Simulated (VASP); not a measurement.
# Ge (R-3m) in VASP: a series of runs

Runs on Ge. Level: LDA. Tasks: electric field gradients.

Everything below comes from runs of VASP 6.6.1. Logs are shortened: lines on timing, memory, paths and dates and some standing lists are left out, and cuts for length are marked.

## (1) The cell of the first run

The structure is trigonal, space group R-3m (No. 166). The conventional cell has a = 3.960 Å, b = 3.960 Å, c = 9.995 Å, α = 90.00°, β = 90.00°, γ = 120.00°. Ge (site symmetry 3m) has 4 Ge at 2.43 to 2.50 Å within 3.2 Å.

## (2) Electric field gradients, LDA (equal xy, yz and zx shear strains of +2 %)

Input file INCAR:

```
SYSTEM = Ge
PREC     = Accurate       ! precision mode
ENCUT    = 520            ! plane-wave cutoff, eV
EDIFF    = 1E-8           ! SCF threshold, eV
ISMEAR   = -1             ! smearing method
SIGMA    = 0.05           ! smearing width, eV
LREAL    = .False.        ! projectors in reciprocal space
LASPH    = .True.         ! aspherical terms in the spheres
NELM     = 100            ! most SCF steps
ALGO     = Normal         ! electronic algorithm
ISIF     = 2              ! what is computed and relaxed
LWAVE    = .False.        ! write WAVECAR
LCHARG   = .False.        ! write CHGCAR
LEFG     = .True.       
NBANDS   = 21             ! bands
```

Input file KPOINTS:

```
Automatic mesh
0
Gamma
  10 10 10
  0 0 0
```

Input file POSCAR:

```
Ge
1.0
    0.0565754000      2.8570577000      2.8570577000
    2.8570577000      0.0565754000      2.8570577000
    2.8570577000      2.8570577000      0.0565754000
Ge
2
Direct
    0.5000000000      0.5000000000      0.5000000000
    0.7500000000      0.7500000000      0.7500000000
```

Potentials or basis: VASP PAW LDA potentials, release 64 (Ge_d).

Run with:

```console
cat potpaw_LDA.64/Ge_d/POTCAR > POTCAR
mpirun -np 1 vasp_std > vasp.out
```

OUTCAR:

```text
SYSTEM = Ge
   PREC = Accurate
   ENCUT = 520
   EDIFF = 1E-8
   ISMEAR = -1
   LREAL = .False.
   LASPH = .True.
   NELM = 100
   ISIF = 2

 ion  position               nearest neighbor table
   1  0.500  0.500  0.500-   2 2.43   2 2.43   2 2.43   2 2.50
   2  0.750  0.750  0.750-   1 2.43   1 2.43   1 2.43   1 2.50

  LATTYP: Found a trigonal (rhomboedric) cell.
 ALAT       =     4.0408858160
 COS(alpha) =     0.5197000882

  Lattice vectors:

 A1 = (   0.0565754000,   2.8570577000,   2.8570577000)
 A2 = (   2.8570577000,   0.0565754000,   2.8570577000)
 A3 = (   2.8570577000,   2.8570577000,   0.0565754000)

Analysis of symmetry for initial positions (statically):
=====================================================================
 Subroutine PRICEL returns:
 Original cell was already a primitive cell.

 Routine SETGRP: Setting up the symmetry group for a
 trigonal (rhombohedral) supercell.

 Subroutine GETGRP returns: Found 12 space group operations
 (whereof  6 operations were pure point group operations)
 out of a pool of 12 trial point group operations.

The static configuration has the point symmetry C_3v.
 The point group associated with its full space group is D_3d.

Analysis of symmetry for dynamics (positions and initial velocities):
=====================================================================
 Subroutine PRICEL returns:
 Original cell was already a primitive cell.

 Routine SETGRP: Setting up the symmetry group for a
 trigonal (rhombohedral) supercell.

 Subroutine GETGRP returns: Found 12 space group operations
 (whereof  6 operations were pure point group operations)
 out of a pool of 12 trial point group operations.

The dynamic configuration has the point symmetry C_3v.
 The point group associated with its full space group is D_3d.

 Subroutine INISYM returns: Found 12 space group operations
 (whereof  6 operations are pure point group operations),
 and found     1 'primitive' translations

----------------------------------------------------------------------------------------

                                     Primitive cell

  volume of cell :      45.2578

  direct lattice vectors                    reciprocal lattice vectors
     0.056575400  2.857057700  2.857057700    -0.180291074  0.176790276  0.176790276
     2.857057700  0.056575400  2.857057700     0.176790276 -0.180291074  0.176790276
     2.857057700  2.857057700  0.056575400     0.176790276  0.176790276 -0.180291074

  length of vectors
     4.040885816  4.040885816  4.040885816     0.308244180  0.308244180  0.308244180

  position of ions in fractional coordinates (direct lattice)
     0.500000000  0.500000000  0.500000000
     0.750000000  0.750000000  0.750000000

  ion indices of the primitive-cell ions
   primitive index   ion index
                 1           1
                 2           2

----------------------------------------------------------------------------------------

 KPOINTS: Automatic mesh

Automatic generation of k-mesh.
 Grid dimensions read from file:
 generate k-points for:   10   10   10

 Generating k-lattice:

  Cartesian coordinates                     Fractional coordinates (reciprocal lattice)
    -0.018029107  0.017679028  0.017679028     0.100000000  0.000000000  0.000000000
     0.017679028 -0.018029107  0.017679028     0.000000000  0.100000000  0.000000000
     0.017679028  0.017679028 -0.018029107     0.000000000  0.000000000  0.100000000

  Length of vectors
     0.030824418  0.030824418  0.030824418

  Shift w.r.t. Gamma in fractional coordinates (k-lattice)
     0.000000000  0.000000000  0.000000000

 Subroutine IBZKPT returns following result:
 ===========================================

 Found    116 irreducible k-points:

 Following reciprocal coordinates:
            Coordinates               Weight
  0.000000  0.000000  0.000000      1.000000
  0.100000  0.000000  0.000000      6.000000
  0.200000  0.000000  0.000000      6.000000
  0.300000 -0.000000 -0.000000      6.000000
  0.400000 -0.000000 -0.000000      6.000000
  0.500000 -0.000000 -0.000000      3.000000
[... 16 lines left out ...]
  0.300000  0.300000 -0.000000      6.000000
  0.400000  0.300000 -0.000000     12.000000
 [... further k-points ...]
   k-points           NKPTS =    116   k-points in BZ     NKDIM =    116   number of bands    NBANDS=     21
   number of dos      NEDOS =    301   number of ions     NIONS =      2
   total plane-waves  NPLWV =  27000
   dimension x,y,z NGX =    30 NGY =   30 NGZ =   30
   dimension x,y,z NGXF=    60 NGYF=   60 NGZF=   60
   ions per type =               2
   NGX,Y,Z   is equivalent  to a cutoff of  12.34, 12.34, 12.34 a.u.
   NGXF,Y,Z  is equivalent  to a cutoff of  24.68, 24.68, 24.68 a.u.
 SYSTEM =  Ge
   PREC   = accura    normal or accurate (medium, high low for compatibility)
   ISTART =      0    job   : 0-new  1-cont  2-samecut
   ICHARG =      2    charge: 1-file 2-atom 10-const
   ISPIN  =      1    spin polarized calculation?
   LNONCOLLINEAR =      F non collinear calculations
   LSORBIT =      F    spin-orbit coupling
   LASPH  =      T    aspherical Exc in radial PAW
   ENCUT  =  520.0 eV  38.22 Ry    6.18 a.u.   7.51  7.51  7.51*2*pi/ulx,y,z
   NELM   =    100;   NELMIN=  2; NELMDL= -5     # of ELM steps
   EDIFF  = 0.1E-07   stopping-criterion for ELM
   LREAL  =      F    real-space projection
   EDIFFG = 0.1E-06   stopping-criterion for IOM
   NSW    =      0    number of steps for IOM
   IBRION =     -1    ionic relax: 0-MD 1-quasi-New 2-CG
   NFREE  =      0    steps in history (QN), initial steepest desc. (CG)
   ISIF   =      2    stress and relaxation
   ISYM   =      2    0-nonsym 1-usesym 2-fastsym
   POTIM  = 0.5000    time-step for ionic-motion
   TEBEG  =    0.0;   TEEND  =   0.0 temperature during run
   PSTRESS=    0.0 pullay stress
   NELECT =      28.0000    total number of electrons
   NUPDOWN=      -1.0000    fix difference up-down
   EMIN   =  10.00;   EMAX   =-10.00  energy-range for DOS
   EFERMI =   0.00;   METHOD = LEGACY
   ISMEAR =    -1;   SIGMA  =   0.05  broadening in eV -4-tet -1-fermi 0-gaus
   EFERMI_NEDOS =   21; number of points for ismear=-14 and -15
   IALGO  =     38    algorithm
   IMIX   =      4    mixing-type and parameters
     AMIX     =   0.40;   BMIX     =  1.00
     AMIX_MAG =   1.60;   BMIX_MAG =  1.00
  volume/ion in A,a.u.               =      22.63       152.71
  Fermi-wavevector in a.u.,A,eV,Ry     =   1.394964  2.636100 26.475913  1.945925
  Thomas-Fermi vector in A             =   2.518462
   LORBIT       =      0    0 simple, 1 ext, 2 COOP (PROOUT), +10 PAW based schemes
   GGA     = CA    functional components
   LHFCALC =     F    Hartree Fock is set to
   AEXX    =    0.0000 exact exchange contribution
   IVDW    =     0    specifies the selected vdW correction
   LEPSILON=     F    determine dielectric tensor
   LRPA    =     F    only Hartree local field effects (RPA)
 non-spin polarized calculation
  energy-cutoff  :      520.00
  volume of cell :       45.26
 maximum number of plane-waves:      1249
   NGX = 15   NGY = 15   NGZ = 15

 number of electron      28.0000014 magnetization

 Free energy of the ion-electron system (eV)
  ---------------------------------------------------
  ext. energy  EPLUGINS =         0.00000000
  ---------------------------------------------------
  free energy    TOTEN  =       -10.37317815 eV

  energy without entropy =      -10.37228253  energy(sigma->0) =      -10.37273034

 E-fermi :   4.6867     XC(G=0): -10.2903

 val. band max:        4.6851421682   @ k =   0.0000   0.0000   0.0000
 cond. band min:       4.7102486836   @ k =   0.5000  -0.0000  -0.0000
 fundamental gap:      0.0251065154
 Fermi energy:         4.6867395697

 k-point     1 :       0.0000    0.0000    0.0000
  band No.  band energies     occupation
      1     -20.2241      2.00000
      2     -20.2241      2.00000
      3     -20.1928      2.00000
      4     -20.1768      2.00000
      5     -20.1768      2.00000
      6     -19.9861      2.00000
[... 13 lines left out ...]
     20      14.2860      0.00000
     21      14.2860      0.00000
[... 529 lines left out ...]
 k-point    24 :       0.4000    0.3000   -0.0000
  band No.  band energies     occupation
      1     -20.2544      2.00000
      2     -20.2351      2.00000
      3     -20.1969      2.00000
      4     -20.1135      2.00000
      5     -20.0944      2.00000
      6     -20.0677      2.00000
[... 13 lines left out ...]
     20      16.1992      0.00000
     21      16.5516      0.00000

 [... further k-points ...]

------------------------ aborting loop because EDIFF is reached ----------------------------------------

  FORCE on cell =-STRESS in cart. coord.  units (eV):
  Direction    XX          YY          ZZ          XY          YZ          ZX
  --------------------------------------------------------------------------------------
  -------------------------------------------------------------------------------------
  Total       -0.2927667     -0.2927667     -0.2927667     -0.4353722     -0.4353722     -0.4353722
  in kB      -10.3642705    -10.3642705    -10.3642705    -15.4126677    -15.4126677    -15.4126677
  external PRESSURE =     -10.3642705 kB  Pullay stress =       0.0000000 kB

 VOLUME and BASIS-vectors are now :
 -----------------------------------------------------------------------------
  energy-cutoff  :      520.00
  volume of cell :       45.26
      direct lattice vectors                 reciprocal lattice vectors
     0.056575400  2.857057700  2.857057700    -0.180291074  0.176790276  0.176790276
     2.857057700  0.056575400  2.857057700     0.176790276 -0.180291074  0.176790276
     2.857057700  2.857057700  0.056575400     0.176790276  0.176790276 -0.180291074

 POSITION                                       TOTAL-FORCE (eV/Angst)
 -----------------------------------------------------------------------------------
      2.88535      2.88535      2.88535         0.144391      0.144391      0.144391
      4.32802      4.32802      4.32802        -0.144391     -0.144391     -0.144391
 -----------------------------------------------------------------------------------
    total drift:                                0.000000     -0.000000      0.000000

  FREE ENERGIE OF THE ION-ELECTRON SYSTEM (eV)
  ---------------------------------------------------
  free  energy   TOTEN  =       -10.3731781480 eV

  energy  without entropy=      -10.3722825300  energy(sigma->0) =      -10.37273034

 Electric field gradients (V/A^2)
---------------------------------------------------------------------
 ion       V_xx      V_yy      V_zz      V_xy      V_xz      V_yz
---------------------------------------------------------------------
   1      -0.000    -0.000    -0.000     9.770     9.770     9.770
   2      -0.000    -0.000    -0.000     9.770     9.770     9.770
---------------------------------------------------------------------

 Electric field gradients after diagonalization (V/A^2)
 (convention: |V_zz| > |V_xx| > |V_yy|)
----------------------------------------------------------------------
 ion       V_xx      V_yy      V_zz     asymmetry (V_yy - V_xx)/ V_zz
----------------------------------------------------------------------
   1      -9.770    -9.770    19.539       0.000
   2      -9.770    -9.770    19.539       0.000
----------------------------------------------------------------------

           NMR quadrupolar parameters

 Cq : quadrupolar parameter    Cq=e*Q*V_zz/h
 eta: asymmetry parameters     (V_yy - V_xx)/ V_zz
 Q  : nuclear electric quadrupole moment in mb (millibarn)
----------------------------------------------------------------------
 ion       Cq(MHz)       eta       Q (mb)
----------------------------------------------------------------------
   1       0.047       0.000       1.000
   2       0.047       0.000       1.000
----------------------------------------------------------------------
```

It took 66 s on 1 thread of Intel Xeon Platinum 8488C (Sapphire Rapids), shared host; peak memory 0.2 GiB.

What came out:

| Property | Result |
| --- | --- |
| Free energy | -10.3732 eV |
| Pressure | -1.0 GPa |
| Largest force | 0.250 eV/Å |
| Band gap on the k mesh | zero (band 14 reaches 4.75 eV, above the bottom of band 15 at 4.71 eV) |

Forces in eV/Å, atoms in the order of the input:
```
Ge   0.144  0.144  0.144
Ge  -0.144 -0.144 -0.144
```

Stress tensor (GPa, compression positive):
```
-1.04 -1.54 -1.54
-1.54 -1.04 -1.54
-1.54 -1.54 -1.04
```

Electric field gradients, principal values (V/Å²):
```
atom   least  middle  greatest (by size)
1 Ge  -9.770  -9.770              19.539
2 Ge  -9.770  -9.770              19.539
```

Caveat: the cell differs from its parent crystal (equal xy, yz and zx shear strains of +2 %); without QUAD_EFG the Cq values of the log hold for a quadrupole moment of 1 mb, not for the nuclei.

## (3) Electric field gradients, LDA (equal xy, yz and zx shear strains of +3 %)

Input file INCAR:

```
SYSTEM = Ge
  PREC = Accurate
  ENCUT = 520
  EDIFF = 1E-8
  ISMEAR = -1
  SIGMA = 0.05
  LREAL = .False.
  LASPH = .True.
  NELM = 80
  ALGO = Normal
  ISIF = 2
  LWAVE = .False.
  LCHARG = .False.
  LEFG = .True.
  NBANDS = 21
```

KPOINTS is that of step 2.

Input file POSCAR:

```
Ge
1.0
    0.0848631000      2.8712015500      2.8712015500
    2.8712015500      0.0848631000      2.8712015500
    2.8712015500      2.8712015500      0.0848631000
Ge
2
Direct
    0.5000000000      0.5000000000      0.5000000000
    0.7500000000      0.7500000000      0.7500000000
```

Potentials or basis: VASP PAW LDA potentials, release 64 (Ge_d).

Run with:

```console
cat potpaw_LDA.64/Ge_d/POTCAR > POTCAR
mpirun -np 1 vasp_std > vasp.out
```

OUTCAR:

```text
SYSTEM = Ge
   PREC = Accurate
   ENCUT = 520
   EDIFF = 1E-8
   ISMEAR = -1
   LREAL = .False.
   LASPH = .True.
   NELM = 80
   ISIF = 2

 ion  position               nearest neighbor table
   1  0.500  0.500  0.500-   2 2.43   2 2.43   2 2.43   2 2.52
   2  0.750  0.750  0.750-   1 2.43   1 2.43   1 2.43   1 2.52

  LATTYP: Found a trigonal (rhomboedric) cell.
 ALAT       =     4.0613788825
 COS(alpha) =     0.5293254421

  Lattice vectors:

 A1 = (   0.0848631000,   2.8712015500,   2.8712015500)
 A2 = (   2.8712015500,   0.0848631000,   2.8712015500)
[... 789 lines left out ...]
  ---------------------------------------------------
  free  energy   TOTEN  =       -10.3573354784 eV

  energy  without entropy=      -10.3562753255  energy(sigma->0) =      -10.35680540

 Electric field gradients (V/A^2)
---------------------------------------------------------------------
 ion       V_xx      V_yy      V_zz      V_xy      V_xz      V_yz
---------------------------------------------------------------------
   1      -0.000    -0.000     0.000    14.497    14.497    14.497
   2      -0.000    -0.000     0.000    14.497    14.497    14.497
---------------------------------------------------------------------

 Electric field gradients after diagonalization (V/A^2)
 (convention: |V_zz| > |V_xx| > |V_yy|)
----------------------------------------------------------------------
 ion       V_xx      V_yy      V_zz     asymmetry (V_yy - V_xx)/ V_zz
----------------------------------------------------------------------
   1     -14.497   -14.497    28.993       0.000
   2     -14.497   -14.497    28.993       0.000
----------------------------------------------------------------------

           NMR quadrupolar parameters

 Cq : quadrupolar parameter    Cq=e*Q*V_zz/h
 eta: asymmetry parameters     (V_yy - V_xx)/ V_zz
 Q  : nuclear electric quadrupole moment in mb (millibarn)
----------------------------------------------------------------------
 ion       Cq(MHz)       eta       Q (mb)
----------------------------------------------------------------------
   1       0.070       0.000       1.000
   2       0.070       0.000       1.000
----------------------------------------------------------------------
```

OSZICAR:

```text
N       E                     dE             d eps       ncg     rms          rms(c)
DAV:   1     0.192841286090E+03    0.19284E+03   -0.14683E+04  5428   0.359E+03
DAV:   2     0.176469286879E+02   -0.17519E+03   -0.16972E+03  4897   0.616E+02
DAV:   3    -0.960382526728E+01   -0.27251E+02   -0.27084E+02  5647   0.144E+02
DAV:   4    -0.105194166599E+02   -0.91559E+00   -0.91518E+00  5402   0.311E+01
DAV:   5    -0.105342613342E+02   -0.14845E-01   -0.14844E-01  5577   0.435E+00    0.330E+00
DAV:   6    -0.104155966825E+02    0.11866E+00   -0.37937E-02  5327   0.167E+00    0.189E+00
DAV:   7    -0.103566604559E+02    0.58936E-01   -0.76323E-02  5319   0.209E+00    0.145E-01
DAV:   8    -0.103573127788E+02   -0.65232E-03   -0.65433E-03  5582   0.912E-01    0.528E-02
DAV:   9    -0.103573349741E+02   -0.22195E-04   -0.15748E-04  5912   0.148E-01    0.217E-02
DAV:  10    -0.103573356981E+02   -0.72392E-06   -0.14517E-05  6917   0.448E-02    0.482E-03
DAV:  11    -0.103573354949E+02    0.20319E-06   -0.17645E-06  5402   0.104E-02    0.116E-03
DAV:  12    -0.103573354806E+02    0.14234E-07   -0.17869E-07  5723   0.287E-03    0.549E-04
DAV:  13    -0.103573354784E+02    0.22019E-08   -0.94570E-09  3680   0.148E-03
   1 F= -.10357335E+02 E0= -.10356805E+02  d E =-.106015E-02
```

stdout:

```text
POSCAR found type information on POSCAR Ge
 POSCAR found :  1 types and       2 ions
 scaLAPACK will be used
 LDA part: xc-table for (Slater(with rela. corr.)+CA(PZ))
 , standard interpolation
 POSCAR, INCAR and KPOINTS ok, starting setup
 FFT: planning ... GRIDC
 FFT: planning ... GRID_SOFT
 FFT: planning ... GRID
 WAVECAR not read
 entering main loop
ion   1

ion   2
```

Wall time 48 s (1 thread of Intel Xeon 6975P-C (Granite Rapids), shared host); peak memory 0.2 GiB.

Results:

```yaml
Free_energy: -10.3573 eV
Pressure: -0.9 GPa
Largest_force: 0.355 eV/Å
Band_gap_on_the_k_mesh: zero (band 14 reaches 4.76 eV, above the bottom of band 15 at 4.67 eV)
```

Forces on the atoms (eV/Å):
```
Ge   0.205  0.205  0.205
Ge  -0.205 -0.205 -0.205
```

Electric field gradients, principal values (V/Å²):
| atom | least | middle | greatest (by size) |
| --- | --- | --- | --- |
| 1 Ge | -14.497 | -14.497 | 28.993 |
| 2 Ge | -14.497 | -14.497 | 28.993 |

Caveat: the cell differs from its parent crystal (equal xy, yz and zx shear strains of +3 %); without QUAD_EFG the Cq values of the log hold for a quadrupole moment of 1 mb, not for the nuclei.

(Part 1 of 2 ends here.)
